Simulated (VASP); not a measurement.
# SnO (P4/nmm) in VASP: a series of runs

The runs below take SnO through single point, with PBEsol-based screened hybrid with 25 % exact exchange, HSE06, PBEsol-based global hybrid with 25 % exact exchange.

Everything below comes from runs of VASP 6.6.1. Logs are shortened: lines on timing, memory, paths and dates and some standing lists are left out, and cuts for length are marked.

## Step 1: The cell of the first run

Symmetry: P4/nmm, No. 129, tetragonal system. Conventional cell: a = 3.814 Å, b = 3.814 Å, c = 4.887 Å, α = 90.00°, β = 90.00°, γ = 90.00°. Sn (site symmetry 4mm) has 4 O at 2.23 Å within 2.9 Å. O (site symmetry -4m2) has 4 Sn at 2.23 Å and 4 O at 2.70 Å within 2.9 Å.

## Step 2: Single point, PBEsol-based screened hybrid with 25 % exact exchange

File POSCAR:

```
SnO
1.0
    3.8136952200      0.0000000000      0.0000000000
    0.0000000000      3.8136952200      0.0000000000
    0.0000000000      0.0000000000      4.8869133000
Sn O
2 2
Direct
    0.5000000000      0.0000000000      0.7646261400
    0.0000000000      0.5000000000      0.2353738600
    0.0000000000      0.0000000000      0.0000000000
    0.5000000000      0.5000000000      0.0000000000
```

File INCAR.step1:

```
SYSTEM = SnO
PREC = Accurate ; ENCUT = 520
EDIFF = 1E-5 ; ISMEAR = -1
SIGMA = 0.05 ; LREAL = .False.
LASPH = .True. ; NELM = 100
ALGO = Normal ; ISIF = 2
LWAVE = .True. ; LCHARG = .False.
GGA = PE ; NBANDS = 28
```

File INCAR.step2:

```
SYSTEM = SnO
PREC = Accurate ; ENCUT = 520
EDIFF = 1E-6 ; ISMEAR = -1
SIGMA = 0.05 ; LREAL = .False.
LASPH = .True. ; NELM = 100
ALGO = Normal ; ISIF = 2
LWAVE = .False. ; LCHARG = .False.
GGA = PS ; LHFCALC = .True.
AEXX = 0.25 ; HFSCREEN = 0.207
PRECFOCK = Normal ; ISTART = 1
NBANDS = 28
```

File KPOINTS:

```
regular mesh
0
Gamma
  4 4 3
  0 0 0
```

Potentials or basis: VASP PAW PBE potentials, release 64 (Sn_d, O).

Launch:

```
cat potpaw_PBE.64/Sn_d/POTCAR potpaw_PBE.64/O/POTCAR > POTCAR
cp INCAR.step1 INCAR
mpirun -np 1 vasp_std > vasp.out
cp INCAR.step2 INCAR
mpirun -np 1 vasp_std > vasp.out
```

OUTCAR:

```text
SYSTEM = SnO
   PREC = Accurate
   ENCUT = 520
   EDIFF = 1E-6
   ISMEAR = -1
   LREAL = .False.
   LASPH = .True.
   NELM = 100
   ISIF = 2
   GGA = PS
   LHFCALC = .True.
   AEXX = 0.25
   HFSCREEN = 0.207
   PRECFOCK = Normal
   ISTART = 1

 ion  position               nearest neighbor table
   1  0.500  0.000  0.765-   3 2.23   4 2.23   4 2.23   3 2.23   2 3.54   2 3.54   2 3.54   2 3.54
                             2 3.74   2 3.74   2 3.74   2 3.74
   2  0.000  0.500  0.235-   3 2.23   4 2.23   3 2.23   4 2.23   1 3.54   1 3.54   1 3.54   1 3.54
                             1 3.74   1 3.74   1 3.74   1 3.74
   3  0.000  0.000  0.000-   1 2.23   2 2.23   2 2.23   1 2.23
   4  0.500  0.500  0.000-   1 2.23   2 2.23   1 2.23   2 2.23

  LATTYP: Found a simple tetragonal cell.
 ALAT       =     3.8136952200
 C/A-ratio  =     1.2814116016

  Lattice vectors:

 A1 = (   3.8136952200,   0.0000000000,   0.0000000000)
 A2 = (   0.0000000000,   3.8136952200,   0.0000000000)
 A3 = (   0.0000000000,   0.0000000000,   4.8869133000)

Analysis of symmetry for initial positions (statically):
=====================================================================
 Subroutine PRICEL returns:
 Original cell was already a primitive cell.

 Routine SETGRP: Setting up the symmetry group for a
 simple tetragonal supercell.

 Subroutine GETGRP returns: Found 16 space group operations
 (whereof  8 operations were pure point group operations)
 out of a pool of 16 trial point group operations.

The static configuration has the point symmetry D_2d.
 The point group associated with its full space group is D_4h.

Analysis of symmetry for dynamics (positions and initial velocities):
=====================================================================
 Subroutine PRICEL returns:
 Original cell was already a primitive cell.

 Routine SETGRP: Setting up the symmetry group for a
 simple tetragonal supercell.

 Subroutine GETGRP returns: Found 16 space group operations
 (whereof  8 operations were pure point group operations)
 out of a pool of 16 trial point group operations.

The dynamic configuration has the point symmetry D_2d.
 The point group associated with its full space group is D_4h.

 Subroutine INISYM returns: Found 16 space group operations
 (whereof  8 operations are pure point group operations),
 and found     1 'primitive' translations

----------------------------------------------------------------------------------------

                                     Primitive cell

  volume of cell :      71.0766

  direct lattice vectors                    reciprocal lattice vectors
     3.813695220  0.000000000  0.000000000     0.262212878  0.000000000  0.000000000
     0.000000000  3.813695220  0.000000000     0.000000000  0.262212878  0.000000000
     0.000000000  0.000000000  4.886913300     0.000000000  0.000000000  0.204628144

  length of vectors
     3.813695220  3.813695220  4.886913300     0.262212878  0.262212878  0.204628144

  position of ions in fractional coordinates (direct lattice)
     0.500000000  0.000000000  0.764626140
     0.000000000  0.500000000  0.235373860
     0.000000000  0.000000000  0.000000000
     0.500000000  0.500000000  0.000000000

  ion indices of the primitive-cell ions
   primitive index   ion index
                 1           1
                 2           2
                 3           3
                 4           4

----------------------------------------------------------------------------------------

 KPOINTS: regular mesh

Automatic generation of k-mesh.
 Grid dimensions read from file:
 generate k-points for:    4    4    3

 Generating k-lattice:

  Cartesian coordinates                     Fractional coordinates (reciprocal lattice)
     0.065553220  0.000000000  0.000000000     0.250000000  0.000000000  0.000000000
     0.000000000  0.065553220  0.000000000     0.000000000  0.250000000  0.000000000
     0.000000000  0.000000000  0.068209381     0.000000000  0.000000000  0.333333333

  Length of vectors
     0.065553220  0.065553220  0.068209381

  Shift w.r.t. Gamma in fractional coordinates (k-lattice)
     0.000000000  0.000000000  0.000000000

 Subroutine IBZKPT returns following result:
 ===========================================

 Found     12 irreducible k-points:

 Following reciprocal coordinates:
            Coordinates               Weight
  0.000000  0.000000  0.000000      1.000000
  0.250000  0.000000  0.000000      4.000000
  0.500000  0.000000  0.000000      2.000000
  0.250000  0.250000  0.000000      4.000000
  0.500000  0.250000  0.000000      4.000000
  0.500000  0.500000  0.000000      1.000000
  0.000000  0.000000  0.333333      2.000000
  0.250000  0.000000  0.333333      8.000000
  0.500000  0.000000  0.333333      4.000000
  0.250000  0.250000  0.333333      8.000000
  0.500000  0.250000  0.333333      8.000000
  0.500000  0.500000  0.333333      2.000000
   k-points           NKPTS =     12   k-points in BZ     NKDIM =     48   number of bands    NBANDS=     28
   number of dos      NEDOS =    301   number of ions     NIONS =      4
   total plane-waves  NPLWV =  28224
   dimension x,y,z NGX =    28 NGY =   28 NGZ =   36
   dimension x,y,z NGXF=    56 NGYF=   56 NGZF=   72
   ions per type =               2   2
   NGX,Y,Z   is equivalent  to a cutoff of  12.21, 12.21, 12.25 a.u.
   NGXF,Y,Z  is equivalent  to a cutoff of  24.41, 24.41, 24.49 a.u.
 SYSTEM =  SnO
   PREC   = accura    normal or accurate (medium, high low for compatibility)
   ISTART =      1    job   : 0-new  1-cont  2-samecut
   ICHARG =      0    charge: 1-file 2-atom 10-const
   ISPIN  =      1    spin polarized calculation?
   LNONCOLLINEAR =      F non collinear calculations
   LSORBIT =      F    spin-orbit coupling
   LASPH  =      T    aspherical Exc in radial PAW
   ENCUT  =  520.0 eV  38.22 Ry    6.18 a.u.   7.09  7.09  9.09*2*pi/ulx,y,z
   NELM   =    100;   NELMIN=  2; NELMDL=  0     # of ELM steps
   EDIFF  = 0.1E-05   stopping-criterion for ELM
   LREAL  =      F    real-space projection
   EDIFFG = 0.1E-04   stopping-criterion for IOM
   NSW    =      0    number of steps for IOM
   IBRION =     -1    ionic relax: 0-MD 1-quasi-New 2-CG
   NFREE  =      0    steps in history (QN), initial steepest desc. (CG)
   ISIF   =      2    stress and relaxation
   ISYM   =      3    0-nonsym 1-usesym 2-fastsym
   POTIM  = 0.5000    time-step for ionic-motion
   TEBEG  =    0.0;   TEEND  =   0.0 temperature during run
   PSTRESS=    0.0 pullay stress
   NELECT =      40.0000    total number of electrons
   NUPDOWN=      -1.0000    fix difference up-down
   EMIN   =  10.00;   EMAX   =-10.00  energy-range for DOS
   EFERMI =   0.00;   METHOD = LEGACY
   ISMEAR =    -1;   SIGMA  =   0.05  broadening in eV -4-tet -1-fermi 0-gaus
   EFERMI_NEDOS =   21; number of points for ismear=-14 and -15
   IALGO  =     38    algorithm
   IMIX   =      1    mixing-type and parameters
     AMIX     =   0.40;   BMIX     =  1.00
     AMIX_MAG =   1.60;   BMIX_MAG =  1.00
  volume/ion in A,a.u.               =      17.77       119.91
  Fermi-wavevector in a.u.,A,eV,Ry     =   1.351614  2.554180 24.855939  1.826860
  Thomas-Fermi vector in A             =   2.479021
   LORBIT       =      0    0 simple, 1 ext, 2 COOP (PROOUT), +10 PAW based schemes
   GGA     = PS    functional components
   LHFCALC =     T    Hartree Fock is set to
   PRECFOCK=normal    Normal, Fast or Accurate (Low or Medium for compatibility)
   ENCUT4O =  -1.0   cutoff for four orbital integrals eV
   NKREDX  =     1    reduce k-point grid by
   NKREDY  =     1    reduce k-point grid by
   NKREDZ  =     1    reduce k-point grid by
   AEXX    =    0.2500 exact exchange contribution
   HFSCREEN=    0.2070 screening length (either q_TF or 0.3 A-1)
   HFSCREENC=   0.2070 screening length for correlation (either q_TF or 0.3 A-1)
   ENCUTFOCK=  -1.0 apply spherical cutoff to Coloumb kernel
   IVDW    =     0    specifies the selected vdW correction
   LEPSILON=     F    determine dielectric tensor
   LRPA    =     F    only Hartree local field effects (RPA)
 non-spin polarized calculation
  energy-cutoff  :      520.00
  volume of cell :       71.08
 maximum number of plane-waves:      1926
  NGX = 24; NGY = 24; NGZ = 28

 number of electron      39.9999978 magnetization

 Free energy of the ion-electron system (eV)
  ---------------------------------------------------
  ext. energy  EPLUGINS =         0.00000000
  ---------------------------------------------------
  free energy    TOTEN  =       -29.08890641 eV

  energy without entropy =      -29.08871247  energy(sigma->0) =      -29.08880944

 E-fermi :   6.8782     XC(G=0):  -8.5732

 val. band max:        6.6336362211   @ k =   0.0000   0.0000   0.0000
 cond. band min:       7.1576076666   @ k =   0.5000   0.5000   0.0000
 fundamental gap:      0.5239714455
 Fermi energy:         6.8781999982

 k-point     1 :       0.0000    0.0000    0.0000
  band No.  band energies     occupation
      1     -17.5796      2.00000
      2     -17.0697      2.00000
      3     -17.0546      2.00000
      4     -17.0546      2.00000
      5     -16.9982      2.00000
      6     -16.9861      2.00000
[... 20 lines left out ...]
     27      14.1547      0.00000
     28      14.5030      0.00000

 k-point     2 :       0.2500    0.0000    0.0000
  band No.  band energies     occupation
      1     -17.5461      2.00000
      2     -17.2014      2.00000
      3     -17.0436      2.00000
      4     -17.0410      2.00000
      5     -17.0330      2.00000
      6     -17.0053      2.00000
[... 20 lines left out ...]
     27      14.6560      0.00000
     28      17.9546      0.00000

 k-point     3 :       0.5000    0.0000    0.0000
  band No.  band energies     occupation
      1     -17.4385      2.00000
      2     -17.4385      2.00000
      3     -17.0219      2.00000
      4     -17.0219      2.00000
      5     -17.0184      2.00000
      6     -17.0184      2.00000
[... 244 lines left out ...]
      3     -17.0309      2.00000
      4     -17.0309      2.00000
      5     -17.0072      2.00000
      6     -17.0072      2.00000
[... 20 lines left out ...]
     27      16.4029      0.00000
     28      16.4029      0.00000

 k-point    12 :       0.5000    0.5000    0.3333
  band No.  band energies     occupation
      1     -17.4932      2.00000
      2     -17.4932      2.00000
      3     -17.0133      2.00000
      4     -17.0133      2.00000
      5     -17.0029      2.00000
      6     -17.0029      2.00000
[... 20 lines left out ...]
     27      16.7334      0.00000
     28      16.7334      0.00000

------------------------ aborting loop because EDIFF is reached ----------------------------------------

  FORCE on cell =-STRESS in cart. coord.  units (eV):
  Direction    XX          YY          ZZ          XY          YZ          ZX
  --------------------------------------------------------------------------------------
  -------------------------------------------------------------------------------------
  Total       -1.5989013     -1.5989013     -1.1274502      0.0000000      0.0000000      0.0000000
  in kB      -36.0417302    -36.0417302    -25.4144882      0.0000000      0.0000000      0.0000000
  external PRESSURE =     -32.4993162 kB  Pullay stress =       0.0000000 kB

 VOLUME and BASIS-vectors are now :
 -----------------------------------------------------------------------------
  energy-cutoff  :      520.00
  volume of cell :       71.08
      direct lattice vectors                 reciprocal lattice vectors
     3.813695220  0.000000000  0.000000000     0.262212878  0.000000000  0.000000000
     0.000000000  3.813695220  0.000000000     0.000000000  0.262212878  0.000000000
     0.000000000  0.000000000  4.886913300     0.000000000  0.000000000  0.204628144

 POSITION                                       TOTAL-FORCE (eV/Angst)
 -----------------------------------------------------------------------------------
      1.90685      0.00000      3.73666         0.000000      0.000000      0.352023
      0.00000      1.90685      1.15025        -0.000000      0.000000     -0.352023
      0.00000      0.00000      0.00000        -0.000000      0.000000      0.000000
      1.90685      1.90685      0.00000         0.000000      0.000000      0.000000
 -----------------------------------------------------------------------------------
    total drift:                                0.000000      0.000000      0.000003

  FREE ENERGIE OF THE ION-ELECTRON SYSTEM (eV)
  ---------------------------------------------------
  free  energy   TOTEN  =       -29.0889064090 eV

  energy  without entropy=      -29.0887124723  energy(sigma->0) =      -29.08880944
```

Run time: 23 min. Hardware: 1 thread of Intel Xeon Platinum 8488C (Sapphire Rapids), shared host; peak memory 0.3 GiB.

Results:

* Free energy: -29.0889 eV
* Pressure: -3.2 GPa
* Largest force: 0.352 eV/Å
* Band gap on the k mesh: 0.52 eV (least direct gap 2.67 eV)

Forces on the atoms (eV/Å):
```
Sn   0.000  0.000  0.352
Sn   0.000  0.000 -0.352
O    0.000  0.000  0.000
O    0.000  0.000  0.000
```

Caveat: the k points lie up to 0.43 Å⁻¹ apart; the PAW data sets were made with another functional, which shifts forces and pressure a little; spin-orbit coupling is left out, which moves the levels of the heavy elements; an odd mesh through Γ misses points on the zone boundary, where band edges can lie.

## Step 3: Single point, HSE06

POSCAR is that of step 2.

File INCAR.step1:

```
PREC = Accurate
ENCUT = 520
EDIFF = 1E-5
ISMEAR = -1
SIGMA = 0.05
LREAL = F
LASPH = T
NELM = 80
ALGO = Normal
ISIF = 2
LWAVE = T
NBANDS = 28
GGA = PE
```

File INCAR.step2:

```
PREC = Accurate
ENCUT = 520
EDIFF = 1E-6
ISMEAR = -1
SIGMA = 0.05
LREAL = F
LASPH = T
NELM = 80
ALGO = Normal
ISIF = 2
LWAVE = F
LCHARG = T
GGA = PE
LHFCALC = T
HFSCREEN = 0.2079
PRECFOCK = Normal
LELF = T
LVHAR = T
NBANDS = 28
ISTART = 1
```

File KPOINTS:

```
Automatic mesh
0
Gamma
  4 4 3
```

Potentials or basis: VASP PAW PBE potentials, release 64 (Sn_d, O).

Launch:

```
cat potpaw_PBE.64/Sn_d/POTCAR potpaw_PBE.64/O/POTCAR > POTCAR
cp INCAR.step1 INCAR
mpirun -np 1 vasp_std > vasp.out
cp INCAR.step2 INCAR
mpirun -np 1 vasp_std > vasp.out
```

It took 57 min on 1 thread of Oxide Virtual Turin-like, shared host; peak memory 0.27 GiB.

Results (log left out):

| Quantity | Value |
| --- | --- |
| Free energy | -28.0075 eV |
| Pressure | -0.5 GPa |
| Largest force | 0.146 eV/Å |
| Band gap on the k mesh | 0.53 eV (least direct gap 2.70 eV) |

Forces in eV/Å, atoms in the order of the input:
```
Sn   0.000  0.000  0.146
Sn   0.000  0.000 -0.146
O    0.000  0.000  0.000
O    0.000  0.000  0.000
```

Stress tensor (GPa, compression positive):
```
-0.66  0.00  0.00
 0.00 -0.66  0.00
 0.00  0.00 -0.15
```

Levels at points of the mesh, in eV from the valence-band top:
```csv
k point,band 16,band 17,band 18,band 19,band 20,band 21,band 22,band 23,band 24,band 25
"(0.00, 0.00, 0.00)",-7.37,-4.39,-4.07,-4.07,0.00,2.70,4.93,5.44,5.44,6.53
"(0.50, 0.00, 0.00)",-5.98,-5.86,-5.86,-3.15,-3.15,3.80,3.80,6.80,6.80,6.85
"(0.50, 0.50, 0.00)",-6.13,-3.36,-3.36,-2.20,-2.20,0.53,0.53,5.08,5.08,8.18
```

Caveat: the k points lie up to 0.43 Å⁻¹ apart; the PAW data sets were made with another functional, which shifts forces and pressure a little; spin-orbit coupling is left out, which moves the levels of the heavy elements; an odd mesh through Γ misses points on the zone boundary, where band edges can lie.

## Step 4: Single point, PBEsol-based global hybrid with 25 % exact exchange

POSCAR is that of step 3.

File INCAR.step1:

```
ALGO     = Normal         # electronic algorithm
EDIFF    = 1E-5           # SCF threshold, eV
ENCUT    = 520            # plane-wave cutoff, eV
GGA      = PE             # functional
ISIF     = 2              # what is computed and relaxed
ISMEAR   = -1             # smearing method
LASPH    = T              # aspherical terms in the spheres
LCHARG   = F              # write CHGCAR
LREAL    = F              # projectors in reciprocal space
LWAVE    = T              # write WAVECAR
NBANDS   = 28             # bands
NELM     = 100            # most SCF steps
PREC     = Accurate       # precision mode
SIGMA    = 0.05           # smearing width, eV
```

File INCAR.step2:

```
AEXX     = 0.25           # exact-exchange fraction
ALGO     = Normal         # electronic algorithm
EDIFF    = 1E-6           # SCF threshold, eV
ENCUT    = 520            # plane-wave cutoff, eV
GGA      = PS             # functional
ISIF     = 2              # what is computed and relaxed
ISMEAR   = -1             # smearing method
ISTART   = 1            
LASPH    = T              # aspherical terms in the spheres
LCHARG   = F              # write CHGCAR
LHFCALC  = T              # exact exchange
LREAL    = F              # projectors in reciprocal space
LWAVE    = F              # write WAVECAR
NBANDS   = 28             # bands
NELM     = 100            # most SCF steps
PREC     = Accurate       # precision mode
PRECFOCK = Normal       
SIGMA    = 0.05           # smearing width, eV
```

File KPOINTS:

```
k-points
0
Gamma
  4 4 3
```

Launch:

```
cat potpaw_PBE.64/Sn_d/POTCAR potpaw_PBE.64/O/POTCAR > POTCAR
cp INCAR.step1 INCAR
mpirun -np 1 vasp_std > vasp.out
cp INCAR.step2 INCAR
mpirun -np 1 vasp_std > vasp.out
```

Wall time 54 min (1 thread of Oxide Virtual Turin-like, shared host); peak memory 0.17 GiB.

The run converged. Its results:

| Property | Result |
| --- | --- |
| Free energy | -31.2607 eV |
| Pressure | -3.5 GPa |
| Largest force | 0.369 eV/Å |
| Band gap on the k mesh | 1.20 eV (least direct gap 3.36 eV) |

Forces in eV/Å, atoms in the order of the input:
```
Sn   0.000  0.000  0.369
Sn   0.000  0.000 -0.369
O    0.000  0.000  0.000
O    0.000  0.000  0.000
```

Stress tensor (GPa, compression positive):
```
-3.87  0.00  0.00
 0.00 -3.87  0.00
 0.00  0.00 -2.77
```

Levels at points of the mesh, in eV from the valence-band top:
```tsv
k point	band 16	band 17	band 18	band 19	band 20	band 21	band 22	band 23	band 24	band 25
(0.00, 0.00, 0.00)	-7.43	-4.41	-4.09	-4.09	0.00	3.36	5.56	6.16	6.16	7.21
(0.50, 0.00, 0.00)	-6.04	-5.91	-5.91	-3.19	-3.19	4.50	4.50	7.53	7.53	7.53
(0.50, 0.50, 0.00)	-6.19	-3.37	-3.37	-2.20	-2.20	1.20	1.20	5.72	5.72	8.90
```

Caveat: the k points lie up to 0.43 Å⁻¹ apart; the PAW data sets were made with another functional, which shifts forces and pressure a little; spin-orbit coupling is left out, which moves the levels of the heavy elements; an odd mesh through Γ misses points on the zone boundary, where band edges can lie.

## Step 5: The runs side by side

| level | screening parameter | gap on the mesh (eV) | pressure (GPa) | largest force (eV/Å) |
| --- | --- | --- | --- | --- |
| PBEsol-based screened hybrid with 25 % exact exchange | 0.207 1/Å | 0.52 | -3.2 | 0.35 |
| HSE06 | 0.2079 1/Å | 0.53 | -0.5 | 0.15 |
| PBEsol-based global hybrid with 25 % exact exchange | - | 1.20 | -3.5 | 0.37 |

Alike in all rows: task single point; potentials or basis VASP PAW PBE potentials, release 64 (Sn_d, O); no spin polarisation; cell as given; k mesh 4 × 4 × 3; cutoff (eV) 520; smearing fermi-dirac 0.05 eV.

Caveats: all runs use coarse meshes; the PAW data sets were made with another functional, which shifts forces and pressure a little; spin-orbit coupling is left out, which moves the levels of the heavy elements; an odd mesh through Γ misses points on the zone boundary, where band edges can lie.

Absolute energies hang on the potentials; compare differences alone.
